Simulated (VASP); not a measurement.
# Sn (P4/mmm) in VASP: single point with PBEsol+D3(BJ)

Aim: the single point of Sn with PBEsol+D3(BJ).

All numbers are computed with VASP 6.6.1; they aren't measurements. Logs are shortened: lines on timing, memory, paths and dates and some standing lists are left out, and cuts for length are marked.

## (1) The cell of the first run

Symmetry: P4/mmm, No. 123, tetragonal system. The conventional cell has a = 4.359 Å, b = 4.359 Å, c = 6.192 Å, α = 90.00°, β = 90.00°, γ = 90.00°. Sn (site symmetry 4/mmm) has 4 Sn at 4.36 Å within 5.7 Å.

## (2) Single point, PBEsol+D3(BJ)

Contents of INCAR:

```
SYSTEM = Sn
PREC = Accurate
ENCUT = 520
EDIFF = 1E-7
ISMEAR = 1
SIGMA = 0.05
LREAL = .FALSE.
LASPH = .TRUE.
NELM = 80
ALGO = Normal
ISIF = 2
LWAVE = .FALSE.
LCHARG = .FALSE.
GGA = PS
IVDW = 12
NBANDS = 13
```

Contents of KPOINTS:

```
Automatic mesh
0
G
  6 6 4
  0 0 0
```

Contents of POSCAR:

```
Sn
1.0
    4.3585440000      0.0000000000      0.0000000000
    0.0000000000      4.3585440000      0.0000000000
    0.0000000000      0.0000000000      6.1924610000
Sn
1
Direct
    0.5000000000      0.5000000000      0.5000000000
```

Potentials or basis: VASP PAW PBE potentials, release 64 (Sn_d).

Started as:

```
> cat potpaw_PBE.64/Sn_d/POTCAR > POTCAR
> mpirun -np 1 vasp_std > vasp.out
```

OUTCAR:

```text
SYSTEM = Sn
   PREC = Accurate
   ENCUT = 520
   EDIFF = 1E-7
   ISMEAR = 1
   LREAL = .FALSE.
   LASPH = .TRUE.
   NELM = 80
   ISIF = 2
   GGA = PS
   IVDW = 12
 IVDW          = 12

 ion  position               nearest neighbor table
   1  0.500  0.500  0.500-

  LATTYP: Found a simple tetragonal cell.
 ALAT       =     4.3585440000
 C/A-ratio  =     1.4207636770

  Lattice vectors:

 A1 = (   4.3585440000,   0.0000000000,   0.0000000000)
 A2 = (   0.0000000000,   4.3585440000,   0.0000000000)
 A3 = (   0.0000000000,   0.0000000000,   6.1924610000)

Analysis of symmetry for initial positions (statically):
=====================================================================
 Subroutine PRICEL returns:
 Original cell was already a primitive cell.

 Routine SETGRP: Setting up the symmetry group for a
 simple tetragonal supercell.

 Subroutine GETGRP returns: Found 16 space group operations
 (whereof 16 operations were pure point group operations)
 out of a pool of 16 trial point group operations.

The static configuration has the point symmetry D_4h.

Analysis of symmetry for dynamics (positions and initial velocities):
=====================================================================
 Subroutine PRICEL returns:
 Original cell was already a primitive cell.

 Routine SETGRP: Setting up the symmetry group for a
 simple tetragonal supercell.

 Subroutine GETGRP returns: Found 16 space group operations
 (whereof 16 operations were pure point group operations)
 out of a pool of 16 trial point group operations.

The dynamic configuration has the point symmetry D_4h.

 Subroutine INISYM returns: Found 16 space group operations
 (whereof 16 operations are pure point group operations),
 and found     1 'primitive' translations

----------------------------------------------------------------------------------------

                                     Primitive cell

  volume of cell :     117.6376

  direct lattice vectors                    reciprocal lattice vectors
     4.358544000  0.000000000  0.000000000     0.229434417  0.000000000  0.000000000
     0.000000000  4.358544000  0.000000000     0.000000000  0.229434417  0.000000000
     0.000000000  0.000000000  6.192461000     0.000000000  0.000000000  0.161486685

  length of vectors
     4.358544000  4.358544000  6.192461000     0.229434417  0.229434417  0.161486685

  position of ions in fractional coordinates (direct lattice)
     0.500000000  0.500000000  0.500000000

  ion indices of the primitive-cell ions
   primitive index   ion index
                 1           1

----------------------------------------------------------------------------------------

 KPOINTS: Automatic mesh

Automatic generation of k-mesh.
 Grid dimensions read from file:
 generate k-points for:    6    6    4

 Generating k-lattice:

  Cartesian coordinates                     Fractional coordinates (reciprocal lattice)
     0.038239069  0.000000000  0.000000000     0.166666667  0.000000000  0.000000000
     0.000000000  0.038239069  0.000000000     0.000000000  0.166666667  0.000000000
     0.000000000  0.000000000  0.040371671     0.000000000  0.000000000  0.250000000

  Length of vectors
     0.038239069  0.038239069  0.040371671

  Shift w.r.t. Gamma in fractional coordinates (k-lattice)
     0.000000000  0.000000000  0.000000000

 Subroutine IBZKPT returns following result:
 ===========================================

 Found     30 irreducible k-points:

 Following reciprocal coordinates:
            Coordinates               Weight
  0.000000  0.000000  0.000000      1.000000
  0.166667  0.000000  0.000000      4.000000
  0.333333  0.000000  0.000000      4.000000
  0.500000  0.000000  0.000000      2.000000
  0.166667  0.166667  0.000000      4.000000
  0.333333  0.166667  0.000000      8.000000
[... 16 lines left out ...]
  0.333333  0.000000  0.500000      4.000000
  0.500000  0.000000  0.500000      2.000000
 [... further k-points ...]
   k-points           NKPTS =     30   k-points in BZ     NKDIM =     30   number of bands    NBANDS=     13
   number of dos      NEDOS =    301   number of ions     NIONS =      1
   total plane-waves  NPLWV =  49152
   dimension x,y,z NGX =    32 NGY =   32 NGZ =   48
   dimension x,y,z NGXF=    64 NGYF=   64 NGZF=   96
   ions per type =               1
   NGX,Y,Z   is equivalent  to a cutoff of  12.21, 12.21, 12.89 a.u.
   NGXF,Y,Z  is equivalent  to a cutoff of  24.41, 24.41, 25.77 a.u.
 SYSTEM =  Sn
   PREC   = accura    normal or accurate (medium, high low for compatibility)
   ISTART =      0    job   : 0-new  1-cont  2-samecut
   ICHARG =      2    charge: 1-file 2-atom 10-const
   ISPIN  =      1    spin polarized calculation?
   LNONCOLLINEAR =      F non collinear calculations
   LSORBIT =      F    spin-orbit coupling
   LASPH  =      T    aspherical Exc in radial PAW
   ENCUT  =  520.0 eV  38.22 Ry    6.18 a.u.   8.10  8.10 11.51*2*pi/ulx,y,z
   NELM   =     80;   NELMIN=  2; NELMDL= -5     # of ELM steps
   EDIFF  = 0.1E-06   stopping-criterion for ELM
   LREAL  =      F    real-space projection
   EDIFFG = 0.1E-05   stopping-criterion for IOM
   NSW    =      0    number of steps for IOM
   IBRION =     -1    ionic relax: 0-MD 1-quasi-New 2-CG
   NFREE  =      0    steps in history (QN), initial steepest desc. (CG)
   ISIF   =      2    stress and relaxation
   ISYM   =      2    0-nonsym 1-usesym 2-fastsym
   POTIM  = 0.5000    time-step for ionic-motion
   TEBEG  =    0.0;   TEEND  =   0.0 temperature during run
   PSTRESS=    0.0 pullay stress
   NELECT =      14.0000    total number of electrons
   NUPDOWN=      -1.0000    fix difference up-down
   EMIN   =  10.00;   EMAX   =-10.00  energy-range for DOS
   EFERMI =   0.00;   METHOD = LEGACY
   ISMEAR =     1;   SIGMA  =   0.05  broadening in eV -4-tet -1-fermi 0-gaus
   EFERMI_NEDOS =   21; number of points for ismear=-14 and -15
   IALGO  =     38    algorithm
   IMIX   =      4    mixing-type and parameters
     AMIX     =   0.40;   BMIX     =  1.00
     AMIX_MAG =   1.60;   BMIX_MAG =  1.00
  volume/ion in A,a.u.               =     117.64       793.86
  Fermi-wavevector in a.u.,A,eV,Ry     =   0.805259  1.521718  8.822585  0.648442
  Thomas-Fermi vector in A             =   1.913470
   LORBIT       =      0    0 simple, 1 ext, 2 COOP (PROOUT), +10 PAW based schemes
   GGA     = PS    functional components
   LHFCALC =     F    Hartree Fock is set to
   AEXX    =    0.0000 exact exchange contribution
   IVDW    =    12    specifies the selected vdW correction
   LEPSILON=     F    determine dielectric tensor
   LRPA    =     F    only Hartree local field effects (RPA)
 non-spin polarized calculation
 Methfessel and Paxton  Order N= 1 SIGMA  =   0.05
  energy-cutoff  :      520.00
  volume of cell :      117.64
 maximum number of plane-waves:      3208
   NGX = 17   NGY = 17   NGZ = 23

 number of electron      14.0000001 magnetization

 Free energy of the ion-electron system (eV)
  ---------------------------------------------------
  ext. energy  EPLUGINS =         0.00000000
  ---------------------------------------------------
  free energy    TOTEN  =        -1.62676114 eV

  energy without entropy =       -1.62814191  energy(sigma->0) =       -1.62722140

 E-fermi :  -1.2379     XC(G=0):  -4.8567

 val. band max:       -1.2425235767   @ k =   0.0000   0.0000   0.0000
 cond. band min:      -1.2119979905   @ k =   0.3333   0.3333   0.0000
 fundamental gap:      0.0305255862
 Fermi energy:        -1.2378877916

 k-point     1 :       0.0000    0.0000    0.0000
  band No.  band energies     occupation
      1     -23.2107      2.00000
      2     -23.1703      2.00000
      3     -23.1703      2.00000
      4     -23.0628      2.00000
      5     -23.0558      2.00000
      6      -8.2410      2.00000
      7      -1.2425      1.15618
      8       0.6504      0.00000
      9       0.6504      0.00000
     10       1.7510      0.00000
     11       4.1018      0.00000
     12       4.8811      0.00000
     13       7.2276      0.00000

 k-point     2 :       0.1667    0.0000    0.0000
  band No.  band energies     occupation
      1     -23.2101      2.00000
      2     -23.1709      2.00000
      3     -23.1703      2.00000
      4     -23.0612      2.00000
      5     -23.0563      2.00000
      6      -8.1399      2.00000
      7      -1.1210     -0.00462
      8      -0.4214     -0.00000
      9       0.7460      0.00000
     10       2.1105      0.00000
     11       4.5540      0.00000
     12       5.8579      0.00000
     13       6.1079      0.00000

 k-point     3 :       0.3333    0.0000    0.0000
  band No.  band energies     occupation
      1     -23.2090      2.00000
      2     -23.1719      2.00000
      3     -23.1702      2.00000
      4     -23.0579      2.00000
      5     -23.0573      2.00000
      6      -7.9121      2.00000
      7      -1.7254      2.00000
      8      -0.8405     -0.00000
      9       0.9564      0.00000
     10       2.7781      0.00000
     11       4.7210      0.00000
     12       5.1275      0.00000
     13       5.4372      0.00000
[... 305 lines left out ...]
 k-point    23 :       0.3333    0.0000    0.5000
  band No.  band energies     occupation
      1     -23.2090      2.00000
      2     -23.1720      2.00000
      3     -23.1702      2.00000
      4     -23.0579      2.00000
      5     -23.0573      2.00000
      6      -7.8900      2.00000
      7      -1.6480      2.00000
      8      -1.3047      2.06760
      9       0.9810      0.00000
     10       3.0356      0.00000
     11       4.9498      0.00000
     12       5.5962      0.00000
     13       6.8953      0.00000

 k-point    24 :       0.5000    0.0000    0.5000
  band No.  band energies     occupation
      1     -23.2084      2.00000
      2     -23.1725      2.00000
      3     -23.1702      2.00000
      4     -23.0578      2.00000
      5     -23.0562      2.00000
      6      -7.7609      2.00000
      7      -2.1701      2.00000
      8      -1.0801     -0.00008
      9       1.0958      0.00000
     10       2.5262      0.00000
     11       5.4813      0.00000
     12       5.7314      0.00000
     13       6.8032      0.00000

 [... further k-points ...]

------------------------ aborting loop because EDIFF is reached ----------------------------------------

 Edisp (eV)   -0.14857

 E8    (eV) :    -0.1037

  FORCE on cell =-STRESS in cart. coord.  units (eV):
  Direction    XX          YY          ZZ          XY          YZ          ZX
  --------------------------------------------------------------------------------------
  -------------------------------------------------------------------------------------
  Total      -2.88330    -2.88330    -0.46722     0.00000    -0.00000     0.00000
  in kB     -39.26939   -39.26939    -6.36335     0.00000    -0.00000     0.00000
  external pressure =      -28.30 kB  Pullay stress =        0.00 kB

 VOLUME and BASIS-vectors are now :
 -----------------------------------------------------------------------------
  energy-cutoff  :      520.00
  volume of cell :      117.64
      direct lattice vectors                 reciprocal lattice vectors
     4.358544000  0.000000000  0.000000000     0.229434417  0.000000000  0.000000000
     0.000000000  4.358544000  0.000000000     0.000000000  0.229434417  0.000000000
     0.000000000  0.000000000  6.192461000     0.000000000  0.000000000  0.161486685

 POSITION                                       TOTAL-FORCE (eV/Angst)
 -----------------------------------------------------------------------------------
      2.17927      2.17927      3.09623         0.000000      0.000000      0.000000
 -----------------------------------------------------------------------------------
    total drift:                                0.000000      0.000000     -0.000000

  FREE ENERGIE OF THE ION-ELECTRON SYSTEM (eV)
  ---------------------------------------------------
  free  energy   TOTEN  =        -1.7753263735 eV

  energy  without entropy=       -1.7767071410  energy(sigma->0) =       -1.77578663
```

Run time: 68 s. Hardware: 1 thread of AMD EPYC 7R13, shared host; peak memory 0.19 GiB.

Results:

```yaml
Free_energy: -1.7753 eV
Pressure: -2.8 GPa
Band_gap_on_the_k_mesh: zero (band 7 reaches -1.00 eV, above the bottom of band 8 at -1.60 eV)
Dispersion_energy_per_atom: -0.149 eV
```

Stress tensor (GPa, compression positive):
```
-3.93  0.00  0.00
 0.00 -3.93  0.00
 0.00  0.00 -0.64
```

Caveat: the PAW data sets were made with another functional, which shifts forces and pressure a little; spin-orbit coupling is left out, which moves the levels of the heavy elements; pairwise dispersion overbinds metals, which lowers pressure and volume.
